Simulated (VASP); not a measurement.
ScSn3Se: relaxation of cell and atoms with PBE

ScSn3Se:

```
Sc Sn Se
1.0
     5.95828    0.00000    0.00000
    -2.97914    5.16002    0.00000
     0.00000    0.00000    4.64308
Sc Sn Se
1 3 1
Cartesian
  2.9791 1.7200 0.0000
  0.0000 3.4400 1.2112
  0.0000 3.4400 3.4319
  2.9791 1.7200 2.3215
  0.0000 0.0000 0.0000
```

The cell was generated, and may not be a known phase.

```
Program                : VASP 6.6.1
Task                   : relaxation of cell and atoms
Functional             : PBE
Potentials or basis    : VASP PAW PBE potentials, release 64 (Sc_sv, Sn_d, Se)
Cutoff                 : 600 eV
k mesh                 : 3 × 3 × 4
Occupations            : gaussian, width 0.1 eV
Spin                   : no spin polarisation
Dipole correction      : no
Further INCAR settings : ALGO = Normal; EDIFF = 1e-07; IBRION = 2; EDIFFG = -0.04; NSW = 90; ISIF = 3
```

- Relaxed volume: 26.60 Å³/atom
- Relaxed cell: a = 4.763 Å, b = 4.763 Å, c = 6.767 Å, α = 90.00°, β = 90.00°, γ = 120.00°
- Space group after relaxing (to 0.1 Å): P-6m2 (No. 187)
- Pressure after relaxing: -0.1 GPa
- Largest force after relaxing: 0.033 eV/Å
- Band gap on the k mesh: zero (an odd number of electrons rules out a gap without spin polarisation)

Forces on the atoms (eV/Å):
```
Sc   0.000  0.000  0.000
Sn   0.000  0.000 -0.033
Sn   0.000  0.000  0.033
Sn   0.000  0.000  0.000
Se   0.000  0.000  0.000
```

Stress tensor (GPa, compression positive):
```
-0.13  0.00  0.00
 0.00 -0.13  0.00
 0.00  0.00 -0.01
```

Final structure:
```
CELL_PARAMETERS angstrom
4.76341 0.00000 0.00000
-2.38170 4.12523 0.00000
0.00000 0.00000 6.76721
ATOMIC_POSITIONS crystal
Sc 0.66667 0.33333 0.00000
Sn 0.33333 0.66667 0.27504
Sn 0.33333 0.66667 0.72496
Sn 0.66667 0.33333 0.50000
Se 0.00000 0.00000 0.00000
```

Levels at points of the mesh, in eV from the Fermi level:
```tsv
k point	band 25	band 26	band 27	band 28	band 29	band 30	band 31	band 32	band 33	band 34
(0.00, 0.00, 0.00)	-3.96	-1.62	-1.44	-1.21	-1.21	0.24	0.24	1.25	1.43	2.22
(0.00, 0.00, 0.50)	-3.92	-2.22	-1.35	-1.35	-1.10	0.70	0.70	1.07	1.28	1.28
```

It took 7.8 min on 1 thread of Intel(R) Xeon(R) 6975P-C (Granite Rapids), with other jobs on the host, peak memory 0.33 GiB.

Caveat: the k points lie up to 0.51 Å⁻¹ apart in the final cell, too coarse for converged energies and pressures of a metal; a cell axis changed by over 15 % at a fixed basis, so the end point is rough; spin-orbit coupling is left out, which moves the levels of the heavy elements.
